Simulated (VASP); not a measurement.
# BaSr2O2: relaxation of cell and atoms with PBE

The system is BaSr2O2.

```xyz
5
Lattice="4.4695 0.0000 0.0000 -2.2348 3.8707 0.0000 0.0000 0.0000 7.5883" Properties=species:S:1:pos:R:3 pbc="T T T"
Ba    0.0000    0.0000    0.0000
Sr    0.0000    2.5805    4.7048
Sr    2.2348    1.2902    2.8836
O     0.0000    2.5805    1.9730
O     2.2348    1.2902    5.6154
```

* Program: VASP 6.6.1
* Task: relaxation of cell and atoms
* Functional: PBE
* Potentials or basis: VASP PAW PBE potentials, release 64 (Ba_sv, Sr_sv, O)
* Cutoff: 600 eV
* k mesh: 6 × 6 × 2
* Occupations: gaussian, width 0.1 eV
* Spin: no spin polarisation
* Dipole correction: no
* Further INCAR settings: ALGO = Normal; EDIFF = 1e-06; IBRION = 2; EDIFFG = -0.04; NSW = 90; ISIF = 3

The relaxed volume is 25.18 Å³/atom. The relaxed cell is a = 3.853 Å, b = 3.853 Å, c = 9.791 Å, α = 90.00°, β = 90.00°, γ = 120.00°, the space group after relaxing (to 0.1 Å) is P-3m1 (No. 164) and the energy gained by relaxing is 508.3 meV/atom. The ionic steps are 35, the pressure after relaxing is -0.2 GPa and the largest force after relaxing is 0.025 eV/Å. The band gap on the k mesh is zero (bands 21 and 22 overlap by 0.52 eV).

Forces in eV/Å, atoms in the order of the input:
```
Ba   0.000  0.000  0.000
Sr   0.000  0.000  0.003
Sr   0.000  0.000 -0.003
O    0.000  0.000 -0.025
O    0.000  0.000  0.025
```

Stress tensor (GPa, compression positive):
```
-0.21  0.00  0.00
 0.00 -0.21  0.00
 0.00  0.00 -0.03
```

Step by step:
```
step  energy change (eV)  largest force (eV/Å)  pressure (GPa)  volume (Å³)
   1              0.0000                1.0673           -4.42       131.28
   2             -0.3883                0.9672           -1.27       117.98
   3             -0.4521                0.8856            1.46       111.42
   4             -0.5973                0.6168            1.63       111.79
   5             -0.8933                0.2174            4.25       112.54
   6              0.0372                2.2870           14.71       112.54
   7             -0.9020                0.5584            5.70       112.67
   8             -0.9793                0.6002            5.28       114.53
   9             -1.1702                0.7742            4.24       120.14
  10             -1.2797                1.1461            2.75       131.39
  11             -1.3898                0.9308            1.35       134.28
  12             -1.5088                0.5069           -1.59       141.63
  13             -1.5949                0.5324           -1.39       140.53
  14             -1.7677                0.6791           -0.82       137.07
  15             -1.6922                0.9345           -0.55       129.57
  16             -1.8234                0.7289           -0.67       134.87
  17             -1.8290                0.7160           -0.61       133.86
  18             -1.9235                0.6793           -0.31       130.46
  19             -2.1564                0.7010            1.33       120.62
  20             -1.4212                1.1654           14.50       102.45
  21             -2.1659                0.6913            2.29       118.23
  22             -2.1733                0.7542            4.08       113.90
  23             -2.1814                0.6849            3.30       115.64
  24             -2.2517                0.7545            2.81       116.22
  25             -2.3752                0.7491            2.38       117.94
  26             -2.1678                1.3419            3.13       121.39
  27             -2.3916                0.7236            2.36       118.54
  28             -2.3941                0.7168            2.42       118.91
  29             -2.4590                0.6129            0.74       122.46
  30             -2.4827                0.5215           -0.80       126.34
  31             -2.5060                0.3878           -0.48       125.76
  32             -2.5285                0.0416            0.53       124.11
  33             -2.5293                0.0774            0.36       124.36
  34             -2.5378                0.0395            0.10       125.10
  35             -2.5413                0.0247           -0.15       125.91
```

Final structure:
```cif
data_structure
_symmetry_space_group_name_H-M 'P 1'
_symmetry_Int_Tables_number 1
_cell_length_a 3.8534
_cell_length_b 3.8534
_cell_length_c 9.7914
_cell_angle_alpha 90.000
_cell_angle_beta 90.000
_cell_angle_gamma 120.000
_cell_volume 125.91
loop_
_atom_site_label
_atom_site_type_symbol
_atom_site_fract_x
_atom_site_fract_y
_atom_site_fract_z
_atom_site_occupancy
Ba1 Ba 0.00000 0.00000 0.00000 1
Sr1 Sr 0.33333 0.66667 0.68783 1
Sr2 Sr 0.66667 0.33333 0.31217 1
O1 O 0.33333 0.66667 0.18252 1
O2 O 0.66667 0.33333 0.81748 1
```

Levels at points of the mesh, in eV from the Fermi level:
```tsv
k point	band 17	band 18	band 19	band 20	band 21	band 22	band 23	band 24	band 25
(0.00, 0.00, 0.00)	-4.01	-3.98	-3.68	-3.68	-2.09	0.99	1.00	1.89	2.28
(0.50, 0.00, 0.00)	-3.98	-3.86	-3.52	-3.36	-0.47	0.10	0.76	1.91	2.11
(0.00, 0.00, 0.50)	-4.02	-4.02	-3.68	-3.68	-1.69	0.01	1.11	2.51	2.63
(0.50, 0.00, 0.50)	-3.99	-3.80	-3.51	-3.38	-0.39	0.10	0.78	1.47	2.30
```

Run time: 11 min on 1 thread of Intel(R) Xeon(R) 6975P-C (Granite Rapids) (shared host), peak memory 0.35 GiB.

Caveat: the k points lie up to 0.32 Å⁻¹ apart in the final cell, too coarse for converged energies and pressures of a metal; a cell axis changed by over 15 % at a fixed basis, so the end point is rough; spin-orbit coupling is left out, which moves the levels of the heavy elements.
